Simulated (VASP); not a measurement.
# Mn (I4/mmm) in VASP: a series of runs

Mn is run at these levels: PBE; tasks: single point.

Everything below comes from runs of VASP 6.6.1. Logs are shortened: lines on timing, memory, paths and dates and some standing lists are left out, and cuts for length are marked.

**1. The cell of the first run**

The structure is tetragonal, space group I4/mmm (No. 139). The conventional cell has a = 2.502 Å, b = 2.502 Å, c = 3.363 Å, α = 90.00°, β = 90.00°, γ = 90.00°. Within 3.2 Å of Mn (site symmetry 4/mmm) lie 12 Mn at 2.44 to 2.50 Å.

**2. Single point, PBE, collinear spin, antiferromagnetic start (10.52 Å³/atom)**

The input, INCAR:

```
ALGO = Normal ; EDIFF = 1E-6
ENCUT = 520 ; GGA = PE
ISIF = 2 ; ISMEAR = -1
ISPIN = 2 ; LASPH = T
LCHARG = F ; LMAXMIX = 4
LORBIT = 11 ; LREAL = F
LWAVE = F ; MAGMOM = 1.799 -1.799
NBANDS = 24 ; NELM = 150
PREC = Accurate ; SIGMA = 0.05
```

The input, KPOINTS:

```
k-points
0
Gamma
  14 14 10
```

The input, POSCAR:

```
Mn
1.0
    2.5015930477      0.0000000000      0.0000000000
    0.0000000000      2.5015930477      0.0000000000
    0.0000000000      0.0000000000      3.3632733664
Mn
2
Direct
    1.0000000000      0.0000000000      0.0000000000
    0.5000000000      0.5000000000      0.5000000000
```

Potentials or basis: VASP PAW PBE potentials, release 64 (Mn_pv).

On the command line:

```console
$ cat potpaw_PBE.64/Mn_pv/POTCAR > POTCAR
$ mpirun -np 1 vasp_std > vasp.out
```

OUTCAR:

```text
EDIFF = 1E-6
   ENCUT = 520
   GGA = PE
   ISIF = 2
   ISMEAR = -1
   ISPIN = 2
   LASPH = T
   LORBIT = 11
   LREAL = F
   NELM = 150
   PREC = Accurate

 ion  position               nearest neighbor table
   1  0.000  0.000  0.000-   2 2.44   2 2.44   2 2.44   2 2.44   2 2.44   2 2.44   2 2.44   2 2.44

   2  0.500  0.500  0.500-   1 2.44   1 2.44   1 2.44   1 2.44   1 2.44   1 2.44   1 2.44   1 2.44

  LATTYP: Found a simple tetragonal cell.
 ALAT       =     2.5015930477
 C/A-ratio  =     1.3444526357

  Lattice vectors:

 A1 = (   2.5015930477,   0.0000000000,   0.0000000000)
 A2 = (   0.0000000000,   2.5015930477,   0.0000000000)
 A3 = (   0.0000000000,   0.0000000000,   3.3632733664)

Analysis of symmetry for initial positions (statically):
=====================================================================
 Subroutine PRICEL returns following result:

  LATTYP: Found a body centered tetragonal cell.
 ALAT       =     2.5015930477
 C/A-ratio  =     1.3444526357

  Lattice vectors:

 A1 = (  -1.2507965239,  -1.2507965239,  -1.6816366832)
 A2 = (   1.2507965239,   1.2507965239,  -1.6816366832)
 A3 = (   1.2507965239,  -1.2507965238,   1.6816366832)

   2 primitive cells build up your supercell.

 Routine SETGRP: Setting up the symmetry group for a
 simple tetragonal supercell.

 Subroutine GETGRP returns: Found 16 space group operations
 (whereof 16 operations were pure point group operations)
 out of a pool of 16 trial point group operations.

The static configuration has the point symmetry D_4h.

Analysis of symmetry for dynamics (positions and initial velocities):
=====================================================================
 Subroutine PRICEL returns following result:

  LATTYP: Found a body centered tetragonal cell.
 ALAT       =     2.5015930477
 C/A-ratio  =     1.3444526357

  Lattice vectors:

 A1 = (  -1.2507965239,  -1.2507965239,  -1.6816366832)
 A2 = (   1.2507965239,   1.2507965239,  -1.6816366832)
 A3 = (   1.2507965239,  -1.2507965238,   1.6816366832)

   2 primitive cells build up your supercell.

 Routine SETGRP: Setting up the symmetry group for a
 simple tetragonal supercell.

 Subroutine GETGRP returns: Found 16 space group operations
 (whereof 16 operations were pure point group operations)
 out of a pool of 16 trial point group operations.

The dynamic configuration has the point symmetry D_4h.

Analysis of structural, dynamic, and magnetic symmetry:
=====================================================================
 Subroutine PRICEL returns following result:

  LATTYP: Found a body centered tetragonal cell.
 ALAT       =     2.5015930477
 C/A-ratio  =     1.3444526357

  Lattice vectors:

 A1 = (  -1.2507965239,  -1.2507965239,  -1.6816366832)
 A2 = (   1.2507965239,   1.2507965239,  -1.6816366832)
 A3 = (   1.2507965239,  -1.2507965238,   1.6816366832)

   2 primitive cells build up your supercell.

 Routine SETGRP: Setting up the symmetry group for a
 simple tetragonal supercell.

 Subroutine GETGRP returns: Found 16 space group operations
 (whereof 16 operations were pure point group operations)
 out of a pool of 16 trial point group operations.

The overall configuration has the point symmetry D_4h.

 Subroutine INISYM returns: Found 16 space group operations
 (whereof 16 operations are pure point group operations),
 and found     2 'primitive' translations

----------------------------------------------------------------------------------------

                                     Primitive cell

  volume of cell :      10.5236

  direct lattice vectors                    reciprocal lattice vectors
    -1.250796524 -1.250796524 -1.681636683     0.000000000 -0.399745275 -0.297329385
     1.250796524  1.250796524 -1.681636683     0.399745275  0.000000000 -0.297329385
     1.250796524 -1.250796524  1.681636683     0.399745275 -0.399745275  0.000000000

  length of vectors
     2.440673231  2.440673231  2.440673231     0.498197800  0.498197800  0.565325189

  position of ions in fractional coordinates (direct lattice)
     0.000000000  0.000000000  0.000000000

  ion indices of the primitive-cell ions
   primitive index   ion index
                 1           1

----------------------------------------------------------------------------------------

 KPOINTS: k-points

Automatic generation of k-mesh.
 Grid dimensions read from file:
 generate k-points for:   14   14   10

 Generating k-lattice:

  Cartesian coordinates                     Fractional coordinates (reciprocal lattice)
     0.028553234  0.000000000  0.000000000     0.071428571  0.000000000  0.000000000
     0.000000000  0.028553234  0.000000000     0.000000000  0.071428571  0.000000000
     0.000000000  0.000000000  0.029732938     0.000000000  0.000000000  0.100000000

  Length of vectors
     0.028553234  0.028553234  0.029732938

  Shift w.r.t. Gamma in fractional coordinates (k-lattice)
     0.000000000  0.000000000  0.000000000

 Subroutine IBZKPT returns following result:
 ===========================================

 Found    216 irreducible k-points:

 Following reciprocal coordinates:
            Coordinates               Weight
  0.000000  0.000000  0.000000      1.000000
  0.071429  0.000000  0.000000      4.000000
  0.142857  0.000000  0.000000      4.000000
  0.214286  0.000000  0.000000      4.000000
  0.285714  0.000000  0.000000      4.000000
  0.357143  0.000000  0.000000      4.000000
[... 16 lines left out ...]
  0.285714  0.214286  0.000000      8.000000
  0.357143  0.214286  0.000000      8.000000
 [... further k-points ...]
   k-points           NKPTS =    216   k-points in BZ     NKDIM =    216   number of bands    NBANDS=     24
   number of dos      NEDOS =    301   number of ions     NIONS =      2
   total plane-waves  NPLWV =  11200
   dimension x,y,z NGX =    20 NGY =   20 NGZ =   28
   dimension x,y,z NGXF=    40 NGYF=   40 NGZF=   56
   ions per type =               2
   NGX,Y,Z   is equivalent  to a cutoff of  13.29, 13.29, 13.84 a.u.
   NGXF,Y,Z  is equivalent  to a cutoff of  26.58, 26.58, 27.68 a.u.
 SYSTEM =  unknown system
   PREC   = accura    normal or accurate (medium, high low for compatibility)
   ISTART =      0    job   : 0-new  1-cont  2-samecut
   ICHARG =      2    charge: 1-file 2-atom 10-const
   ISPIN  =      2    spin polarized calculation?
   LNONCOLLINEAR =      F non collinear calculations
   LSORBIT =      F    spin-orbit coupling
   LASPH  =      T    aspherical Exc in radial PAW
   ENCUT  =  520.0 eV  38.22 Ry    6.18 a.u.   4.65  4.65  6.25*2*pi/ulx,y,z
   NELM   =    150;   NELMIN=  2; NELMDL= -5     # of ELM steps
   EDIFF  = 0.1E-05   stopping-criterion for ELM
   LREAL  =      F    real-space projection
   EDIFFG = 0.1E-04   stopping-criterion for IOM
   NSW    =      0    number of steps for IOM
   IBRION =     -1    ionic relax: 0-MD 1-quasi-New 2-CG
   NFREE  =      0    steps in history (QN), initial steepest desc. (CG)
   ISIF   =      2    stress and relaxation
   ISYM   =      2    0-nonsym 1-usesym 2-fastsym
   POTIM  = 0.5000    time-step for ionic-motion
   TEBEG  =    0.0;   TEEND  =   0.0 temperature during run
   PSTRESS=    0.0 pullay stress
   NELECT =      26.0000    total number of electrons
   NUPDOWN=      -1.0000    fix difference up-down
   EMIN   =  10.00;   EMAX   =-10.00  energy-range for DOS
   EFERMI =   0.00;   METHOD = LEGACY
   ISMEAR =    -1;   SIGMA  =   0.05  broadening in eV -4-tet -1-fermi 0-gaus
   EFERMI_NEDOS =   21; number of points for ismear=-14 and -15
   IALGO  =     38    algorithm
   IMIX   =      4    mixing-type and parameters
     AMIX     =   0.40;   BMIX     =  1.00
     AMIX_MAG =   1.60;   BMIX_MAG =  1.00
  volume/ion in A,a.u.               =      10.52        71.02
  Fermi-wavevector in a.u.,A,eV,Ry     =   1.756578  3.319451 41.981680  3.085566
  Thomas-Fermi vector in A             =   2.826101
   LORBIT       =     11    0 simple, 1 ext, 2 COOP (PROOUT), +10 PAW based schemes
   GGA     = PE    functional components
   LHFCALC =     F    Hartree Fock is set to
   AEXX    =    0.0000 exact exchange contribution
   IVDW    =     0    specifies the selected vdW correction
   LEPSILON=     F    determine dielectric tensor
   LRPA    =     F    only Hartree local field effects (RPA)
 spin polarized calculation
  energy-cutoff  :      520.00
  volume of cell :       21.05
 maximum number of plane-waves:       588
 NGX is ok and might be reduce to    20
   NGX =  9   NGY =  9   NGZ = 13

 number of electron      26.0000021 magnetization      -0.0000000

 number of electron      26.0000021 magnetization       0.0000000

 Free energy of the ion-electron system (eV)
  ---------------------------------------------------
  ext. energy  EPLUGINS =         0.00000000
  ---------------------------------------------------
  free energy    TOTEN  =       -17.86596943 eV

  energy without entropy =      -17.84295380  energy(sigma->0) =      -17.85446162

 E-fermi :  10.7985     XC(G=0): -14.1310

 val. band max:       10.7933764511   @ k =   0.1429   0.0714   0.3000
 cond. band min:      10.8135235270   @ k =   0.0714   0.0714   0.2000
 fundamental gap:      0.0201470759
 Fermi energy:        10.7984650634

 spin component 1

 k-point     1 :       0.0000    0.0000    0.0000
  band No.  band energies     occupation
      1     -37.9087      1.00000
      2     -37.5479      1.00000
      3     -37.5479      1.00000
      4     -36.3431      1.00000
      5     -36.1907      1.00000
      6     -36.1907      1.00000
[... 637 lines left out ...]
     23      29.8906      0.00000
     24      31.0911      0.00000

 [... further k-points ...]

 spin component 2

 k-point     1 :       0.0000    0.0000    0.0000
  band No.  band energies     occupation
      1     -37.9087      1.00000
      2     -37.5479      1.00000
      3     -37.5479      1.00000
      4     -36.3431      1.00000
      5     -36.1907      1.00000
      6     -36.1907      1.00000
[... 637 lines left out ...]
     23      29.8906      0.00000
     24      31.0911      0.00000

 [... further k-points ...]

------------------------ aborting loop because EDIFF is reached ----------------------------------------

  FORCE on cell =-STRESS in cart. coord.  units (eV):
  Direction    XX          YY          ZZ          XY          YZ          ZX
  --------------------------------------------------------------------------------------
  -------------------------------------------------------------------------------------
  Total        1.8418174      1.8418174      2.0370919      0.0000000      0.0000000     -0.0000000
  in kB      140.2044064    140.2044064    155.0692627      0.0000000      0.0000000     -0.0000000
  external PRESSURE =     145.1593585 kB  Pullay stress =       0.0000000 kB

 VOLUME and BASIS-vectors are now :
 -----------------------------------------------------------------------------
  energy-cutoff  :      520.00
  volume of cell :       21.05
      direct lattice vectors                 reciprocal lattice vectors
     2.501593048  0.000000000  0.000000000     0.399745275  0.000000000  0.000000000
     0.000000000  2.501593048  0.000000000     0.000000000  0.399745275  0.000000000
     0.000000000  0.000000000  3.363273366     0.000000000  0.000000000  0.297329385

 POSITION                                       TOTAL-FORCE (eV/Angst)
 -----------------------------------------------------------------------------------
      0.00000      0.00000      0.00000        -0.000000     -0.000000      0.000000
      1.25080      1.25080      1.68164         0.000000      0.000000     -0.000000
 -----------------------------------------------------------------------------------
    total drift:                               -0.000000      0.000000      0.000000

  FREE ENERGIE OF THE ION-ELECTRON SYSTEM (eV)
  ---------------------------------------------------
  free  energy   TOTEN  =       -17.8659694260 eV

  energy  without entropy=      -17.8429538049  energy(sigma->0) =      -17.85446162

 total charge

# of ion       s       p       d       tot
------------------------------------------
    1        0.438   6.422   5.168  12.028
    2        0.438   6.422   5.168  12.028
--------------------------------------------------
tot          0.876  12.844  10.336  24.056

 magnetization (x)

# of ion       s       p       d       tot
------------------------------------------
    1        0.017   0.021   1.232   1.269
    2       -0.017  -0.021  -1.232  -1.269
--------------------------------------------------
tot          0.000   0.000   0.000   0.000
```

It took 3 min on 1 thread of Intel Xeon Platinum 8259CL at 2.50GHz (Skylake/Cascade Lake), shared host; peak memory 0.25 GiB.

Results:

```
Free energy                                           : -17.8660 eV
Pressure                                              : 14.5 GPa
Band gap on the k mesh                                : zero (filled and empty bands overlap)
Net moment                                            : 0.00 μB per cell
Site moments                                          : Mn +1.27, -1.27 μB
Valence electrons inside the program's atomic spheres : Mn 12.03
```

Stress tensor (GPa, compression positive):
```
14.02  0.00  0.00
 0.00 14.02  0.00
 0.00  0.00 15.51
```

Levels at points of the mesh, in eV from the Fermi level:
Spin up:
| k point | band 10 | band 11 | band 12 | band 13 | band 14 | band 15 | band 16 | band 17 |
| --- | --- | --- | --- | --- | --- | --- | --- | --- |
| (0.00, 0.00, 0.00) | -1.34 | -1.34 | -0.73 | 0.08 | 0.91 | 2.23 | 2.30 | 2.30 |
| (0.50, 0.00, 0.00) | -2.41 | -1.54 | -1.42 | -0.92 | -0.10 | 0.55 | 1.11 | 3.12 |
| (0.50, 0.50, 0.00) | -3.96 | 1.55 | 1.56 | 2.14 | 2.36 | 2.36 | 2.49 | 3.21 |
| (0.00, 0.00, 0.50) | -2.18 | -0.67 | -0.46 | -0.46 | 0.32 | 0.45 | 0.69 | 0.69 |
| (0.50, 0.00, 0.50) | -1.41 | -1.39 | -0.56 | 0.50 | 0.58 | 1.45 | 2.10 | 2.13 |
| (0.50, 0.50, 0.50) | -2.66 | -1.83 | -1.83 | -0.16 | 1.17 | 1.57 | 2.50 | 10.10 |
Spin down:
```csv
k point,band 10,band 11,band 12,band 13,band 14,band 15,band 16,band 17
"(0.00, 0.00, 0.00)",-1.34,-1.34,-0.73,0.08,0.91,2.23,2.30,2.30
"(0.50, 0.00, 0.00)",-2.41,-1.54,-1.42,-0.92,-0.10,0.55,1.11,3.12
"(0.50, 0.50, 0.00)",-3.96,1.55,1.56,2.14,2.36,2.36,2.49,3.21
"(0.00, 0.00, 0.50)",-2.18,-0.67,-0.46,-0.46,0.32,0.45,0.69,0.69
"(0.50, 0.00, 0.50)",-1.41,-1.39,-0.56,0.50,0.58,1.45,2.10,2.13
"(0.50, 0.50, 0.50)",-2.66,-1.83,-1.83,-0.16,1.17,1.57,2.50,10.10
```

Caveat: the cell stands under pressure.

[end of part 1 of 2]
